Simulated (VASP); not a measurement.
# ZnSe (rocksalt type) (Fm-3m) in VASP: further runs, part 2 of 2

VASP 6.6.1. Earlier steps stand in the parts before.

## Step 4: Single point, PBE

Contents of INCAR:

```
  PREC = Accurate
  ENCUT = 520
  EDIFF = 1E-6
  ISMEAR = -1
  SIGMA = 0.08
  LREAL = False
  LASPH = True
  NELM = 80
  ALGO = Normal
  ISIF = 2
  LWAVE = False
  LCHARG = True
  GGA = PE
  LELF = True
  LVHAR = True
  NBANDS = 16
```

Contents of KPOINTS:

```
regular mesh
0
Gamma
  14 14 14
```

Contents of POSCAR:

```
ZnSe
1.0
    0.0000000000      2.6836815010      2.6836815010
    2.6836815010      0.0000000000      2.6836815010
    2.6836815010      2.6836815010      0.0000000000
Zn Se
1 1
Direct
    0.0000000000      0.0000000000      0.0000000000
    0.5000000000      0.5000000000      0.5000000000
```

Potentials or basis: VASP PAW PBE potentials, release 64 (Zn, Se).

On the command line:

```bash
cat potpaw_PBE.64/Zn/POTCAR potpaw_PBE.64/Se/POTCAR > POTCAR
mpirun -np 1 vasp_std > vasp.out
```

OUTCAR:

```text
PREC = Accurate
   ENCUT = 520
   EDIFF = 1E-6
   ISMEAR = -1
   LREAL = False
   LASPH = True
   NELM = 80
   ISIF = 2
   GGA = PE

 ion  position               nearest neighbor table
   1  0.000  0.000  0.000-   2 2.68   2 2.68   2 2.68   2 2.68   2 2.68   2 2.68
   2  0.500  0.500  0.500-   1 2.68   1 2.68   1 2.68   1 2.68   1 2.68   1 2.68

  LATTYP: Found a face centered cubic cell.
 ALAT       =     5.3673630020

  Lattice vectors:

 A1 = (   0.0000000000,   2.6836815010,   2.6836815010)
 A2 = (   2.6836815010,   0.0000000000,   2.6836815010)
 A3 = (   2.6836815010,   2.6836815010,   0.0000000000)

Analysis of symmetry for initial positions (statically):
=====================================================================
 Subroutine PRICEL returns:
 Original cell was already a primitive cell.

 Routine SETGRP: Setting up the symmetry group for a
 face centered cubic supercell.

 Subroutine GETGRP returns: Found 48 space group operations
 (whereof 48 operations were pure point group operations)
 out of a pool of 48 trial point group operations.

The static configuration has the point symmetry O_h .

Analysis of symmetry for dynamics (positions and initial velocities):
=====================================================================
 Subroutine PRICEL returns:
 Original cell was already a primitive cell.

 Routine SETGRP: Setting up the symmetry group for a
 face centered cubic supercell.

 Subroutine GETGRP returns: Found 48 space group operations
 (whereof 48 operations were pure point group operations)
 out of a pool of 48 trial point group operations.

The dynamic configuration has the point symmetry O_h .

 Subroutine INISYM returns: Found 48 space group operations
 (whereof 48 operations are pure point group operations),
 and found     1 'primitive' translations

----------------------------------------------------------------------------------------

                                     Primitive cell

  volume of cell :      38.6565

  direct lattice vectors                    reciprocal lattice vectors
     0.000000000  2.683681501  2.683681501    -0.186311229  0.186311229  0.186311229
     2.683681501  0.000000000  2.683681501     0.186311229 -0.186311229  0.186311229
     2.683681501  2.683681501  0.000000000     0.186311229  0.186311229 -0.186311229

  length of vectors
     3.795298776  3.795298776  3.795298776     0.322700515  0.322700515  0.322700515

  position of ions in fractional coordinates (direct lattice)
     0.000000000  0.000000000  0.000000000
     0.500000000  0.500000000  0.500000000

  ion indices of the primitive-cell ions
   primitive index   ion index
                 1           1
                 2           2

----------------------------------------------------------------------------------------

 KPOINTS: regular mesh

Automatic generation of k-mesh.
 Grid dimensions read from file:
 generate k-points for:   14   14   14

 Generating k-lattice:

  Cartesian coordinates                     Fractional coordinates (reciprocal lattice)
    -0.013307945  0.013307945  0.013307945     0.071428571  0.000000000  0.000000000
     0.013307945 -0.013307945  0.013307945     0.000000000  0.071428571  0.000000000
     0.013307945  0.013307945 -0.013307945     0.000000000  0.000000000  0.071428571

  Length of vectors
     0.023050037  0.023050037  0.023050037

  Shift w.r.t. Gamma in fractional coordinates (k-lattice)
     0.000000000  0.000000000  0.000000000

 Subroutine IBZKPT returns following result:
 ===========================================

 Found    104 irreducible k-points:

 Following reciprocal coordinates:
            Coordinates               Weight
  0.000000  0.000000  0.000000      1.000000
  0.071429  0.000000  0.000000      8.000000
  0.142857  0.000000  0.000000      8.000000
  0.214286  0.000000  0.000000      8.000000
  0.285714  0.000000  0.000000      8.000000
  0.357143  0.000000  0.000000      8.000000
[... 16 lines left out ...]
  0.214286  0.142857  0.000000     24.000000
  0.285714  0.142857  0.000000     24.000000
 [... further k-points ...]
   k-points           NKPTS =    104   k-points in BZ     NKDIM =    104   number of bands    NBANDS=     16
   number of dos      NEDOS =    301   number of ions     NIONS =      2
   total plane-waves  NPLWV =  21952
   dimension x,y,z NGX =    28 NGY =   28 NGZ =   28
   dimension x,y,z NGXF=    56 NGYF=   56 NGZF=   56
   ions per type =               1   1
   NGX,Y,Z   is equivalent  to a cutoff of  12.26, 12.26, 12.26 a.u.
   NGXF,Y,Z  is equivalent  to a cutoff of  24.53, 24.53, 24.53 a.u.
 SYSTEM =  unknown system
   PREC   = accura    normal or accurate (medium, high low for compatibility)
   ISTART =      0    job   : 0-new  1-cont  2-samecut
   ICHARG =      2    charge: 1-file 2-atom 10-const
   ISPIN  =      1    spin polarized calculation?
   LNONCOLLINEAR =      F non collinear calculations
   LSORBIT =      F    spin-orbit coupling
   LASPH  =      T    aspherical Exc in radial PAW
   ENCUT  =  520.0 eV  38.22 Ry    6.18 a.u.   7.06  7.06  7.06*2*pi/ulx,y,z
   NELM   =     80;   NELMIN=  2; NELMDL= -5     # of ELM steps
   EDIFF  = 0.1E-05   stopping-criterion for ELM
   LREAL  =      F    real-space projection
   EDIFFG = 0.1E-04   stopping-criterion for IOM
   NSW    =      0    number of steps for IOM
   IBRION =     -1    ionic relax: 0-MD 1-quasi-New 2-CG
   NFREE  =      0    steps in history (QN), initial steepest desc. (CG)
   ISIF   =      2    stress and relaxation
   ISYM   =      2    0-nonsym 1-usesym 2-fastsym
   POTIM  = 0.5000    time-step for ionic-motion
   TEBEG  =    0.0;   TEEND  =   0.0 temperature during run
   PSTRESS=    0.0 pullay stress
   NELECT =      18.0000    total number of electrons
   NUPDOWN=      -1.0000    fix difference up-down
   EMIN   =  10.00;   EMAX   =-10.00  energy-range for DOS
   EFERMI =   0.00;   METHOD = LEGACY
   ISMEAR =    -1;   SIGMA  =   0.08  broadening in eV -4-tet -1-fermi 0-gaus
   EFERMI_NEDOS =   21; number of points for ismear=-14 and -15
   IALGO  =     38    algorithm
   IMIX   =      4    mixing-type and parameters
     AMIX     =   0.40;   BMIX     =  1.00
     AMIX_MAG =   1.60;   BMIX_MAG =  1.00
  volume/ion in A,a.u.               =      19.33       130.43
  Fermi-wavevector in a.u.,A,eV,Ry     =   1.268892  2.397858 21.906566  1.610087
  Thomas-Fermi vector in A             =   2.401963
   LORBIT       =      0    0 simple, 1 ext, 2 COOP (PROOUT), +10 PAW based schemes
   GGA     = PE    functional components
   LHFCALC =     F    Hartree Fock is set to
   AEXX    =    0.0000 exact exchange contribution
   IVDW    =     0    specifies the selected vdW correction
   LEPSILON=     F    determine dielectric tensor
   LRPA    =     F    only Hartree local field effects (RPA)
 non-spin polarized calculation
  energy-cutoff  :      520.00
  volume of cell :       38.66
 maximum number of plane-waves:      1056
   NGX = 15   NGY = 15   NGZ = 15

 number of electron      18.0000013 magnetization

 Free energy of the ion-electron system (eV)
  ---------------------------------------------------
  ext. energy  EPLUGINS =         0.00000000
  ---------------------------------------------------
  free energy    TOTEN  =        -5.42315630 eV

  energy without entropy =       -5.41009277  energy(sigma->0) =       -5.41662453

 E-fermi :   3.0985     XC(G=0): -10.4130

 val. band max:        3.0872631608   @ k =   0.5000   0.4286   0.0714
 cond. band min:       3.1326638513   @ k =  -0.2143   0.1429   0.0000
 fundamental gap:      0.0454006905
 Fermi energy:         3.0985049763

 k-point     1 :       0.0000    0.0000    0.0000
  band No.  band energies     occupation
      1     -10.6908      2.00000
      2      -3.4688      2.00000
      3      -3.4688      2.00000
      4      -3.4502      2.00000
      5      -3.4502      2.00000
      6      -3.4502      2.00000
[... 8 lines left out ...]
     15      12.9212      0.00000
     16      12.9212      0.00000

 k-point     2 :       0.0714    0.0000    0.0000
  band No.  band energies     occupation
      1     -10.6397      2.00000
      2      -3.4796      2.00000
      3      -3.4796      2.00000
      4      -3.4549      2.00000
      5      -3.4461      2.00000
      6      -3.4460      2.00000
[... 8 lines left out ...]
     15      12.4694      0.00000
     16      12.9278      0.00000
[... 387 lines left out ...]
      5      -3.4231      2.00000
      6      -3.4113      2.00000
[... 8 lines left out ...]
     15      14.6142      0.00000
     16      14.7622      0.00000

 k-point    24 :       0.2857    0.1429    0.0000
  band No.  band energies     occupation
      1     -10.0205      2.00000
      2      -3.6708      2.00000
      3      -3.5153      2.00000
      4      -3.5035      2.00000
      5      -3.4061      2.00000
      6      -3.3822      2.00000
[... 8 lines left out ...]
     15      14.9780      0.00000
     16      15.1508      0.00000

 [... further k-points ...]
[... 5 lines left out ...]
  --------------------------------------------------------------------------------------
  -------------------------------------------------------------------------------------
  Total        0.0548642      0.0548642      0.0548642     -0.0000000      0.0000000      0.0000000
  in kB        2.2739271      2.2739271      2.2739271     -0.0000000      0.0000000      0.0000000
  external PRESSURE =       2.2739271 kB  Pullay stress =       0.0000000 kB

 VOLUME and BASIS-vectors are now :
 -----------------------------------------------------------------------------
  energy-cutoff  :      520.00
  volume of cell :       38.66
      direct lattice vectors                 reciprocal lattice vectors
     0.000000000  2.683681501  2.683681501    -0.186311229  0.186311229  0.186311229
     2.683681501  0.000000000  2.683681501     0.186311229 -0.186311229  0.186311229
     2.683681501  2.683681501  0.000000000     0.186311229  0.186311229 -0.186311229

 POSITION                                       TOTAL-FORCE (eV/Angst)
 -----------------------------------------------------------------------------------
      0.00000      0.00000      0.00000         0.000000     -0.000000     -0.000000
      2.68368      2.68368      2.68368        -0.000000      0.000000      0.000000
 -----------------------------------------------------------------------------------
    total drift:                               -0.000000      0.000000      0.000000

  FREE ENERGIE OF THE ION-ELECTRON SYSTEM (eV)
  ---------------------------------------------------
  free  energy   TOTEN  =        -5.4231563036 eV

  energy  without entropy=       -5.4100927661  energy(sigma->0) =       -5.41662453
```

Run time: 33 s. Hardware: 1 thread of AMD EPYC 9R45 (Zen 5), shared host; peak memory 0.17 GiB.

Results:

* Free energy: -5.4232 eV
* Pressure: 0.2 GPa
* Band gap on the k mesh: zero (band 9 reaches 3.13 eV, above the bottom of band 10 at 2.09 eV)

## Step 5: Relaxation of cell and atoms, PBE

This run uses another cell than the first one, of 15.51 Å³/atom, 0.803 times its volume.

Contents of INCAR:

```
SYSTEM = ZnSe
  PREC = Accurate
  ENCUT = 600
  EDIFF = 1E-6
  ISMEAR = -1
  SIGMA = 0.08
  LREAL = .False.
  LASPH = .True.
  NELM = 100
  ALGO = Normal
  ISIF = 3
  LWAVE = .False.
  LCHARG = .False.
  GGA = PE
  IBRION = 2
  NSW = 60
  EDIFFG = -0.005
```

Contents of KPOINTS:

```
Automatic mesh
0
Gamma
  14 14 14
  0 0 0
```

Contents of POSCAR:

```
ZnSe
1.0
    0.0000000000      2.4940015978      2.4940015978
    2.4940015978      0.0000000000      2.4940015978
    2.4940015978      2.4940015978      0.0000000000
Zn Se
1 1
Direct
    0.0000000000      0.0000000000      0.0000000000
    0.5000000000      0.5000000000      0.5000000000
```

On the command line:

```bash
cat potpaw_PBE.64/Zn/POTCAR potpaw_PBE.64/Se/POTCAR > POTCAR
mpirun -np 1 vasp_std > vasp.out
```

Wall time 2 min (1 thread of AMD EPYC 9R45 (Zen 5), shared host); peak memory 0.18 GiB.

Results (log left out):

```
Free energy                            : -5.4222 eV
Relaxed volume                         : 19.39 Å³/atom
Relaxed cell                           : a = 3.799 Å, b = 3.799 Å, c = 3.799 Å, α = 60.00°, β = 60.00°, γ = 60.00°
Space group after relaxing (to 0.05 Å) : Fm-3m (No. 225)
Energy gained by relaxing              : 258.2 meV/atom
Ionic steps                            : 6
Pressure after relaxing                : 0.0 GPa
Band gap on the k mesh                 : zero (band 9 reaches 3.10 eV, above the bottom of band 10 at 2.06 eV)
```

Step by step:
| step | energy change (eV) | largest force (eV/Å) | pressure (GPa) | volume (Å³) |
| --- | --- | --- | --- | --- |
| 1 | 0.0000 | 0.0000 | 26.27 | 31.03 |
| 2 | -0.3993 | 0.0000 | -6.52 | 43.90 |
| 3 | -0.5163 | 0.0000 | 0.13 | 38.72 |
| 4 | -0.5163 | 0.0000 | -0.13 | 38.88 |
| 5 | -0.5163 | 0.0000 | -0.05 | 38.80 |
| 6 | -0.5163 | 0.0000 | 0.04 | 38.77 |

Final structure:
```xyz
2
Lattice="0.0000 2.6864 2.6864 2.6864 0.0000 2.6864 2.6864 2.6864 0.0000" Properties=species:S:1:pos:R:3 pbc="T T T"
Zn    2.6864    0.0000    2.6864
Se    2.6864    2.6864    2.6864
```

Levels at points of the mesh, in eV from the Fermi level:
```tsv
k point	band 5	band 6	band 7	band 8	band 9	band 10	band 11	band 12	band 13
(0.00, 0.00, 0.00)	-6.54	-6.54	-0.46	-0.46	-0.46	0.69	8.59	8.59	8.59
(0.50, 0.00, 0.00)	-6.43	-6.43	-5.59	-0.12	-0.12	3.30	4.99	5.00	6.17
(0.50, 0.50, 0.00)	-6.40	-6.11	-4.95	-2.40	-2.40	-1.01	5.01	11.17	11.17
```

Caveat: the volume moved by over 15 % at a fixed basis, so the end points are rough.

## Step 6: Overview

| task | cell | k mesh | cutoff (eV) | gap on the mesh (eV) | pressure (GPa) |
| --- | --- | --- | --- | --- | --- |
| single point | a = 3.795 Å, angles 60.0°, 2 atoms | 13 × 13 × 13 | 520 | none | 0.2 |
| single point | a = 3.795 Å, angles 60.0°, 2 atoms | 14 × 14 × 14 | 520 | none | 0.2 |
| relaxation of cell and atoms | relaxed from a = 3.527 Å, angles 60.0°, 2 atoms | 14 × 14 × 14 | 600 | none | 0.0 |

Alike in all rows: level PBE; potentials or basis VASP PAW PBE potentials, release 64 (Zn, Se); no spin polarisation; smearing fermi-dirac 0.08 eV.

Caveats: the volume moved by over 15 % at a fixed basis, so the end points are rough (some runs).

Total energies depend on the potentials used, so only differences within one code and one set of settings carry meaning.
